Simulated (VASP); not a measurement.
# SnTe (v.bh) (Fm-3m) in VASP: further runs

SnTe (v.bh) is run at these levels: PBE; tasks: single point.

Everything below comes from runs of VASP 6.6.1. Logs are shortened: lines on timing, memory, paths and dates and some standing lists are left out, and cuts for length are marked.

## Step 1: The cell of the first run

It takes space group Fm-3m (No. 225, cubic). Conventional cell: a = 6.300 Å, b = 6.300 Å, c = 6.300 Å, α = 90.00°, β = 90.00°, γ = 90.00°. Sn (site symmetry m-3m) has 6 Te at 3.15 Å within 4.1 Å. Within 4.1 Å of Te (site symmetry m-3m) lie 6 Sn at 3.15 Å.

## Step 2: Single point, PBE

Input file INCAR:

```
SYSTEM = SnTe
PREC = Accurate
ENCUT = 500
EDIFF = 1E-6
ISMEAR = 0
SIGMA = 0.1
LREAL = .False.
LASPH = .True.
NELM = 120
ALGO = Normal
ISIF = 2
LWAVE = .False.
LCHARG = .False.
GGA = PE
NBANDS = 17
GGA_COMPAT = .False.
```

Input file KPOINTS:

```
Automatic mesh
0
Gamma
  6 6 6
  0 0 0
```

Input file POSCAR:

```
SnTe
1.0
    0.0000000000      3.1500000000      3.1500000000
    3.1500000000      0.0000000000      3.1500000000
    3.1500000000      3.1500000000      0.0000000000
Sn Te
1 1
Direct
    0.0000000000      0.0000000000      0.0000000000
    0.5000000000      0.5000000000      0.5000000000
```

Potentials or basis: VASP PAW PBE potentials, release 64 (Sn_d, Te).

Command:

```bash
> cat potpaw_PBE.64/Sn_d/POTCAR potpaw_PBE.64/Te/POTCAR > POTCAR
> mpirun -np 1 vasp_std > vasp.out
```

OUTCAR:

```text
SYSTEM = SnTe
   PREC = Accurate
   ENCUT = 500
   EDIFF = 1E-6
   ISMEAR = 0
   LREAL = .False.
   LASPH = .True.
   NELM = 120
   ISIF = 2
   GGA = PE

 ion  position               nearest neighbor table
   1  0.000  0.000  0.000-   2 3.15   2 3.15   2 3.15   2 3.15   2 3.15   2 3.15
   2  0.500  0.500  0.500-   1 3.15   1 3.15   1 3.15   1 3.15   1 3.15   1 3.15

  LATTYP: Found a face centered cubic cell.
 ALAT       =     6.3000000000

  Lattice vectors:

 A1 = (   0.0000000000,   3.1500000000,   3.1500000000)
 A2 = (   3.1500000000,   0.0000000000,   3.1500000000)
 A3 = (   3.1500000000,   3.1500000000,   0.0000000000)

Analysis of symmetry for initial positions (statically):
=====================================================================
 Subroutine PRICEL returns:
 Original cell was already a primitive cell.

 Routine SETGRP: Setting up the symmetry group for a
 face centered cubic supercell.

 Subroutine GETGRP returns: Found 48 space group operations
 (whereof 48 operations were pure point group operations)
 out of a pool of 48 trial point group operations.

The static configuration has the point symmetry O_h .

Analysis of symmetry for dynamics (positions and initial velocities):
=====================================================================
 Subroutine PRICEL returns:
 Original cell was already a primitive cell.

 Routine SETGRP: Setting up the symmetry group for a
 face centered cubic supercell.

 Subroutine GETGRP returns: Found 48 space group operations
 (whereof 48 operations were pure point group operations)
 out of a pool of 48 trial point group operations.

The dynamic configuration has the point symmetry O_h .

 Subroutine INISYM returns: Found 48 space group operations
 (whereof 48 operations are pure point group operations),
 and found     1 'primitive' translations

----------------------------------------------------------------------------------------

                                     Primitive cell

  volume of cell :      62.5117

  direct lattice vectors                    reciprocal lattice vectors
     0.000000000  3.150000000  3.150000000    -0.158730159  0.158730159  0.158730159
     3.150000000  0.000000000  3.150000000     0.158730159 -0.158730159  0.158730159
     3.150000000  3.150000000  0.000000000     0.158730159  0.158730159 -0.158730159

  length of vectors
     4.454772721  4.454772721  4.454772721     0.274928700  0.274928700  0.274928700

  position of ions in fractional coordinates (direct lattice)
     0.000000000  0.000000000  0.000000000
     0.500000000  0.500000000  0.500000000

  ion indices of the primitive-cell ions
   primitive index   ion index
                 1           1
                 2           2

----------------------------------------------------------------------------------------

 KPOINTS: Automatic mesh

Automatic generation of k-mesh.
 Grid dimensions read from file:
 generate k-points for:    6    6    6

 Generating k-lattice:

  Cartesian coordinates                     Fractional coordinates (reciprocal lattice)
    -0.026455026  0.026455026  0.026455026     0.166666667  0.000000000  0.000000000
     0.026455026 -0.026455026  0.026455026     0.000000000  0.166666667  0.000000000
     0.026455026  0.026455026 -0.026455026     0.000000000  0.000000000  0.166666667

  Length of vectors
     0.045821450  0.045821450  0.045821450

  Shift w.r.t. Gamma in fractional coordinates (k-lattice)
     0.000000000  0.000000000  0.000000000

 Subroutine IBZKPT returns following result:
 ===========================================

 Found     16 irreducible k-points:

 Following reciprocal coordinates:
            Coordinates               Weight
  0.000000  0.000000  0.000000      1.000000
  0.166667  0.000000  0.000000      8.000000
  0.333333  0.000000  0.000000      8.000000
  0.500000  0.000000  0.000000      4.000000
  0.166667  0.166667  0.000000      6.000000
  0.333333  0.166667  0.000000     24.000000
[... 8 lines left out ...]
 -0.333333  0.333333  0.166667     24.000000
 -0.333333  0.500000  0.166667     12.000000
   k-points           NKPTS =     16   k-points in BZ     NKDIM =     16   number of bands    NBANDS=     17
   number of dos      NEDOS =    301   number of ions     NIONS =      2
   total plane-waves  NPLWV =  32768
   dimension x,y,z NGX =    32 NGY =   32 NGZ =   32
   dimension x,y,z NGXF=    64 NGYF=   64 NGZF=   64
   ions per type =               1   1
   NGX,Y,Z   is equivalent  to a cutoff of  11.94, 11.94, 11.94 a.u.
   NGXF,Y,Z  is equivalent  to a cutoff of  23.88, 23.88, 23.88 a.u.
 SYSTEM =  SnTe
   PREC   = accura    normal or accurate (medium, high low for compatibility)
   ISTART =      0    job   : 0-new  1-cont  2-samecut
   ICHARG =      2    charge: 1-file 2-atom 10-const
   ISPIN  =      1    spin polarized calculation?
   LNONCOLLINEAR =      F non collinear calculations
   LSORBIT =      F    spin-orbit coupling
   LASPH  =      T    aspherical Exc in radial PAW
   ENCUT  =  500.0 eV  36.75 Ry    6.06 a.u.   8.12  8.12  8.12*2*pi/ulx,y,z
   NELM   =    120;   NELMIN=  2; NELMDL= -5     # of ELM steps
   EDIFF  = 0.1E-05   stopping-criterion for ELM
   LREAL  =      F    real-space projection
   EDIFFG = 0.1E-04   stopping-criterion for IOM
   NSW    =      0    number of steps for IOM
   IBRION =     -1    ionic relax: 0-MD 1-quasi-New 2-CG
   NFREE  =      0    steps in history (QN), initial steepest desc. (CG)
   ISIF   =      2    stress and relaxation
   ISYM   =      2    0-nonsym 1-usesym 2-fastsym
   POTIM  = 0.5000    time-step for ionic-motion
   TEBEG  =    0.0;   TEEND  =   0.0 temperature during run
   PSTRESS=    0.0 pullay stress
   NELECT =      20.0000    total number of electrons
   NUPDOWN=      -1.0000    fix difference up-down
   EMIN   =  10.00;   EMAX   =-10.00  energy-range for DOS
   EFERMI =   0.00;   METHOD = LEGACY
   ISMEAR =     0;   SIGMA  =   0.10  broadening in eV -4-tet -1-fermi 0-gaus
   EFERMI_NEDOS =   21; number of points for ismear=-14 and -15
   IALGO  =     38    algorithm
   IMIX   =      4    mixing-type and parameters
     AMIX     =   0.40;   BMIX     =  1.00
     AMIX_MAG =   1.60;   BMIX_MAG =  1.00
  volume/ion in A,a.u.               =      31.26       210.93
  Fermi-wavevector in a.u.,A,eV,Ry     =   1.119690  2.115906 17.057687  1.253705
  Thomas-Fermi vector in A             =   2.256330
   LORBIT       =      0    0 simple, 1 ext, 2 COOP (PROOUT), +10 PAW based schemes
   GGA     = PE    functional components
   LHFCALC =     F    Hartree Fock is set to
   AEXX    =    0.0000 exact exchange contribution
   IVDW    =     0    specifies the selected vdW correction
   LEPSILON=     F    determine dielectric tensor
   LRPA    =     F    only Hartree local field effects (RPA)
 non-spin polarized calculation
 Gauss-broadening in eV      SIGMA  =   0.10
  energy-cutoff  :      500.00
  volume of cell :       62.51
 maximum number of plane-waves:      1600
   NGX = 17   NGY = 17   NGZ = 17

 number of electron      20.0000011 magnetization

 Free energy of the ion-electron system (eV)
  ---------------------------------------------------
  ext. energy  EPLUGINS =         0.00000000
  ---------------------------------------------------
  free energy    TOTEN  =        -7.54241064 eV

  energy without entropy =       -7.54077791  energy(sigma->0) =       -7.54159428

 E-fermi :   7.0243     XC(G=0):  -9.5023

 val. band max:        6.9745766556   @ k =   0.5000   0.0000   0.0000
 cond. band min:       7.0739409892   @ k =   0.5000   0.0000   0.0000
 fundamental gap:      0.0993643336
 Fermi energy:         7.0242569760

 k-point     1 :       0.0000    0.0000    0.0000
  band No.  band energies     occupation
      1     -14.9498      2.00000
      2     -14.9498      2.00000
      3     -14.9435      2.00000
      4     -14.9435      2.00000
      5     -14.9435      2.00000
      6      -5.8453      2.00000
[... 9 lines left out ...]
     16      11.7136      0.00000
     17      13.7847      0.00000

 k-point     2 :       0.1667    0.0000    0.0000
  band No.  band energies     occupation
      1     -14.9508      2.00000
      2     -14.9508      2.00000
      3     -14.9431      2.00000
      4     -14.9420      2.00000
      5     -14.9420      2.00000
      6      -5.6136      2.00000
[... 9 lines left out ...]
     16      12.2726      0.00000
     17      15.3785      0.00000

 k-point     3 :       0.3333    0.0000    0.0000
  band No.  band energies     occupation
      1     -14.9535      2.00000
      2     -14.9535      2.00000
      3     -14.9423      2.00000
      4     -14.9384      2.00000
      5     -14.9384      2.00000
      6      -5.0099      2.00000
[... 9 lines left out ...]
     16      13.7951      0.00000
     17      17.6727      0.00000

 k-point     4 :       0.5000    0.0000    0.0000
  band No.  band energies     occupation
      1     -14.9549      2.00000
      2     -14.9549      2.00000
      3     -14.9419      2.00000
      4     -14.9365      2.00000
      5     -14.9365      2.00000
      6      -4.5607      2.00000
[... 9 lines left out ...]
     16      15.8073      0.00000
     17      15.8073      0.00000
[... 183 lines left out ...]
      1     -14.9595      2.00000
      2     -14.9499      2.00000
      3     -14.9432      2.00000
      4     -14.9371      2.00000
      5     -14.9356      2.00000
      6      -4.5837      2.00000
[... 9 lines left out ...]
     16      15.3330      0.00000
     17      15.9983      0.00000

 k-point    15 :      -0.3333    0.3333    0.1667
  band No.  band energies     occupation
      1     -14.9599      2.00000
      2     -14.9510      2.00000
      3     -14.9403      2.00000
      4     -14.9393      2.00000
      5     -14.9341      2.00000
      6      -4.2767      2.00000
[... 9 lines left out ...]
     16      16.8344      0.00000
     17      16.9438      0.00000

 k-point    16 :      -0.3333    0.5000    0.1667
  band No.  band energies     occupation
      1     -14.9634      2.00000
      2     -14.9483      2.00000
      3     -14.9438      2.00000
      4     -14.9365      2.00000
      5     -14.9327      2.00000
      6      -4.1923      2.00000
[... 9 lines left out ...]
     16      17.0554      0.00000
     17      18.2026      0.00000

------------------------ aborting loop because EDIFF is reached ----------------------------------------

  FORCE on cell =-STRESS in cart. coord.  units (eV):
  Direction    XX          YY          ZZ          XY          YZ          ZX
  --------------------------------------------------------------------------------------
  -------------------------------------------------------------------------------------
  Total        0.8861136      0.8861136      0.8861136     -0.0000000     -0.0000000      0.0000000
  in kB       22.7111090     22.7111090     22.7111090     -0.0000000     -0.0000000      0.0000000
  external PRESSURE =      22.7111090 kB  Pullay stress =       0.0000000 kB

 VOLUME and BASIS-vectors are now :
 -----------------------------------------------------------------------------
  energy-cutoff  :      500.00
  volume of cell :       62.51
      direct lattice vectors                 reciprocal lattice vectors
     0.000000000  3.150000000  3.150000000    -0.158730159  0.158730159  0.158730159
     3.150000000  0.000000000  3.150000000     0.158730159 -0.158730159  0.158730159
     3.150000000  3.150000000  0.000000000     0.158730159  0.158730159 -0.158730159

 POSITION                                       TOTAL-FORCE (eV/Angst)
 -----------------------------------------------------------------------------------
      0.00000      0.00000      0.00000         0.000000     -0.000000      0.000000
      3.15000      3.15000      3.15000        -0.000000      0.000000     -0.000000
 -----------------------------------------------------------------------------------
    total drift:                                0.000000     -0.000000     -0.000000

  FREE ENERGIE OF THE ION-ELECTRON SYSTEM (eV)
  ---------------------------------------------------
  free  energy   TOTEN  =        -7.5424106415 eV

  energy  without entropy=       -7.5407779094  energy(sigma->0) =       -7.54159428
```

It took 6.4 s on 1 thread of Intel Xeon 6975P-C (Granite Rapids), shared host; peak memory 0.17 GiB.

What came out:

* Free energy: -7.5424 eV
* Pressure: 2.3 GPa
* Band gap on the k mesh: 0.10 eV, direct

Caveat: spin-orbit coupling is left out, which moves the levels of the heavy elements. A k mesh can miss the band edges.

## Step 3: Single point, PBE

This run uses another cell than the first one, of 32.93 Å³/atom, 1.054 times its volume.

Input file INCAR:

```
SYSTEM = SnTe
  ALGO = Normal
  EDIFF = 1E-6
  ENCUT = 500
  GGA = PE
  GGA_COMPAT = .FALSE.
  ISIF = 2
  ISMEAR = 0
  LASPH = .TRUE.
  LCHARG = .TRUE.
  LELF = .TRUE.
  LREAL = .FALSE.
  LVHAR = .TRUE.
  LWAVE = .FALSE.
  NBANDS = 17
  NELM = 120
  PREC = Accurate
  SIGMA = 0.01
```

Input file KPOINTS:

```
k-points
0
G
  10 10 10
  0 0 0
```

Input file POSCAR:

```
SnTe
1.0
    0.0000000000      3.2053984530      3.2053984530
    3.2053984530      0.0000000000      3.2053984530
    3.2053984530      3.2053984530      0.0000000000
Sn Te
1 1
Direct
    0.0000000000      0.0000000000      0.0000000000
    0.5000000000      0.5000000000      0.5000000000
```

Potentials or basis: VASP PAW PBE potentials, release 64 (Sn_d, Te).

Command:

```bash
> cat potpaw_PBE.64/Sn_d/POTCAR potpaw_PBE.64/Te/POTCAR > POTCAR
> mpirun -np 1 vasp_std > vasp.out
```

It took 21 s on 1 thread of Intel Xeon 6975P-C (Granite Rapids), shared host; peak memory 0.22 GiB.

The run converged. Its results:

```
Free energy            : -7.5650 eV
Pressure               : -0.1 GPa
Band gap on the k mesh : 0.05 eV, direct
```

Levels at points of the mesh, in eV from the valence-band top:
| k point | band 8 | band 9 | band 10 | band 11 | band 12 | band 13 |
| --- | --- | --- | --- | --- | --- | --- |
| (0.00, 0.00, 0.00) | -2.00 | -2.00 | -2.00 | 3.25 | 3.25 | 3.25 |
| (0.50, 0.00, 0.00) | -1.67 | -1.67 | 0.00 | 0.05 | 0.45 | 0.45 |
| (0.50, 0.50, 0.00) | -5.21 | -3.49 | -3.49 | 2.38 | 4.69 | 4.69 |

Caveat: spin-orbit coupling is left out, which moves the levels of the heavy elements.
